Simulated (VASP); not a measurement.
# Ir (Pm-3m) in VASP: a series of runs, part 2 of 2

VASP 6.6.1. Earlier steps stand in the parts before.

## Step 5: Relaxation of cell and atoms, LDA

INCAR

```
SYSTEM = Ir
PREC = Accurate
ENCUT = 500
EDIFF = 1E-7
ISMEAR = -1
SIGMA = 0.05
LREAL = .False.
LASPH = .True.
NELM = 120
ALGO = Normal
ISIF = 3
LWAVE = .False.
LCHARG = .False.
GGA = CA
IBRION = 2
NSW = 60
EDIFFG = -0.01
GGA_COMPAT = .False.
NELMIN = 4
```

KPOINTS

```
Automatic mesh
0
Gamma
  9 9 9
  0 0 0
```

POSCAR

```
Ir
1.0
    2.5288680094      0.0000000000      0.0000000000
    0.0000000000      2.5288680094      0.0000000000
    0.0000000000      0.0000000000      2.5288680094
Ir
1
Direct
    0.0000000000      0.0000000000      0.0000000000
```

Potentials or basis: VASP PAW LDA potentials, release 64 (Ir).

Started as:

```sh
> cat potpaw_LDA.64/Ir/POTCAR > POTCAR
> mpirun -np 1 vasp_std > vasp.out
```

OUTCAR:

```text
SYSTEM = Ir
   PREC = Accurate
   ENCUT = 500
   EDIFF = 1E-7
   ISMEAR = -1
   LREAL = .False.
   LASPH = .True.
   NELM = 120
   ISIF = 3
   GGA = CA
   IBRION = 2
   NSW = 60
   EDIFFG = -0.01
   NELMIN = 4

 ion  position               nearest neighbor table
   1  0.000  0.000  0.000-

  LATTYP: Found a simple cubic cell.
 ALAT       =     2.5288680094

  Lattice vectors:

 A1 = (   2.5288680094,   0.0000000000,   0.0000000000)
 A2 = (   0.0000000000,   2.5288680094,   0.0000000000)
 A3 = (   0.0000000000,   0.0000000000,   2.5288680094)

Analysis of symmetry for initial positions (statically):
=====================================================================
 Subroutine PRICEL returns:
 Original cell was already a primitive cell.

 Routine SETGRP: Setting up the symmetry group for a
 simple cubic supercell.

 Subroutine GETGRP returns: Found 48 space group operations
 (whereof 48 operations were pure point group operations)
 out of a pool of 48 trial point group operations.

The static configuration has the point symmetry O_h .

Analysis of symmetry for dynamics (positions and initial velocities):
=====================================================================
 Subroutine PRICEL returns:
 Original cell was already a primitive cell.

 Routine SETGRP: Setting up the symmetry group for a
 simple cubic supercell.

 Subroutine GETGRP returns: Found 48 space group operations
 (whereof 48 operations were pure point group operations)
 out of a pool of 48 trial point group operations.

The dynamic configuration has the point symmetry O_h .

 Subroutine INISYM returns: Found 48 space group operations
 (whereof 48 operations are pure point group operations),
 and found     1 'primitive' translations

----------------------------------------------------------------------------------------
[... 122 lines left out ...]
 conjugate gradient relaxation of ions
 non-spin polarized calculation
  energy-cutoff  :      500.00
  volume of cell :       16.17
 maximum number of plane-waves:       437
   NGX =  9   NGY =  9   NGZ =  9

--------------------------------------- Ionic step        1  -------------------------------------------

 number of electron       9.0000001 magnetization

 Free energy of the ion-electron system (eV)
  ---------------------------------------------------
  ext. energy  EPLUGINS =         0.00000000
  ---------------------------------------------------
  free energy    TOTEN  =        -9.17865379 eV

  energy without entropy =       -9.16046674  energy(sigma->0) =       -9.16956027

------------------------ aborting loop because EDIFF is reached ----------------------------------------

  FORCE on cell =-STRESS in cart. coord.  units (eV):
  Direction    XX          YY          ZZ          XY          YZ          ZX
  --------------------------------------------------------------------------------------
  -------------------------------------------------------------------------------------
  Total        0.1467952      0.1467952      0.1467952      0.0000000      0.0000000     -0.0000000
  in kB       14.5426661     14.5426661     14.5426661      0.0000000      0.0000000     -0.0000000
  external PRESSURE =      14.5426661 kB  Pullay stress =       0.0000000 kB
[... 57 lines left out ...]
--------------------------------------- Ionic step        3  -------------------------------------------

 number of electron       9.0000001 magnetization

 Free energy of the ion-electron system (eV)
  ---------------------------------------------------
  ext. energy  EPLUGINS =         0.00000000
  ---------------------------------------------------
  free energy    TOTEN  =        -9.17901868 eV

  energy without entropy =       -9.16074187  energy(sigma->0) =       -9.16988028

 E-fermi :   7.9603     XC(G=0): -13.1889

 val. band max:        7.9466844144   @ k =   0.2222   0.0000   0.0000
 cond. band min:       7.9896647533   @ k =   0.2222   0.1111   0.0000
 fundamental gap:      0.0429803389
 Fermi energy:         7.9603090304

 k-point     1 :       0.0000    0.0000    0.0000
  band No.  band energies     occupation
      1      -1.5460      2.00000
      2       1.6098      2.00000
      3       1.6098      2.00000
      4       9.3548      0.00000
      5       9.3548      0.00000
      6       9.3548      0.00000
      7      23.7752      0.00000
      8      23.7752      0.00000
[... 243 lines left out ...]
 k-point    24 :       0.4444    0.3333    0.1111
  band No.  band energies     occupation
      1       2.0461      2.00000
      2       3.3381      2.00000
      3       5.9421      2.00000
      4       6.4235      2.00000
      5       8.0426      0.32320
      6      11.4867      0.00000
      7      15.3807      0.00000
      8      21.9675      0.00000

 [... further k-points ...]

------------------------ aborting loop because EDIFF is reached ----------------------------------------

  FORCE on cell =-STRESS in cart. coord.  units (eV):
  Direction    XX          YY          ZZ          XY          YZ          ZX
  --------------------------------------------------------------------------------------
  -------------------------------------------------------------------------------------
  Total       -0.0010359     -0.0010359     -0.0010359     -0.0000000      0.0000000     -0.0000000
  in kB       -0.1021086     -0.1021086     -0.1021086     -0.0000000      0.0000000     -0.0000000
  external PRESSURE =      -0.1021086 kB  Pullay stress =       0.0000000 kB
[... 16 lines left out ...]
  FREE ENERGIE OF THE ION-ELECTRON SYSTEM (eV)
  ---------------------------------------------------
  free  energy   TOTEN  =        -9.1790186814 eV

  energy  without entropy=       -9.1607418741  energy(sigma->0) =       -9.16988028

 reached required accuracy - stopping structural energy minimisation
```

Wall time 14 s (1 thread of Intel Xeon 8259CL, shared host); peak memory 0.12 GiB.

Results:

```
Free energy                            : -9.1790 eV
Relaxed volume                         : 16.25 Å³/atom
Relaxed cell                           : a = 2.533 Å, b = 2.533 Å, c = 2.533 Å, α = 90.00°, β = 90.00°, γ = 90.00°
Space group after relaxing (to 0.05 Å) : Pm-3m (No. 221)
Energy gained by relaxing              : 0.4 meV/atom
Ionic steps                            : 3
Pressure after relaxing                : 0.0 GPa
```

Step by step:
```tsv
step	energy change (eV)	largest force (eV/Å)	pressure (GPa)	volume (Å³)
1	0.0000	0.0000	1.45	16.17
2	0.0034	0.0000	-4.47	16.52
3	-0.0004	0.0000	-0.01	16.25
```

Final structure:
```yaml
crystal:
  lattice:
    - [2.53311, 0.00000, 0.00000]
    - [0.00000, 2.53311, 0.00000]
    - [0.00000, 0.00000, 2.53311]
  atoms:
    - { symbol: Ir, position: [0.00000, 0.00000, 0.00000] }
```

Caveat: spin-orbit coupling is left out, which moves the levels of the heavy elements.

## Step 6: Overview

| task | cell | gap on the mesh (eV) | pressure (GPa) | relaxed volume (Å³/atom) |
| --- | --- | --- | --- | --- |
| single point | a = 2.529 Å, 1 atom | none | 1.5 | - |
| single point | a = 2.537 Å, 1 atom | none | -1.4 | - |
| relaxation of cell and atoms | relaxed from a = 2.490 Å, 1 atom | none | 0.1 | 16.25 |
| relaxation of cell and atoms | relaxed from a = 2.529 Å, 1 atom | none | 0.0 | 16.25 |

Alike in all rows: level LDA; potentials or basis VASP PAW LDA potentials, release 64 (Ir); no spin polarisation; k mesh 9 × 9 × 9; cutoff (eV) 500; smearing fermi-dirac 0.05 eV.

Caveats: spin-orbit coupling is left out, which moves the levels of the heavy elements.

Total energies depend on the potentials used, so only differences within one code and one set of settings carry meaning.
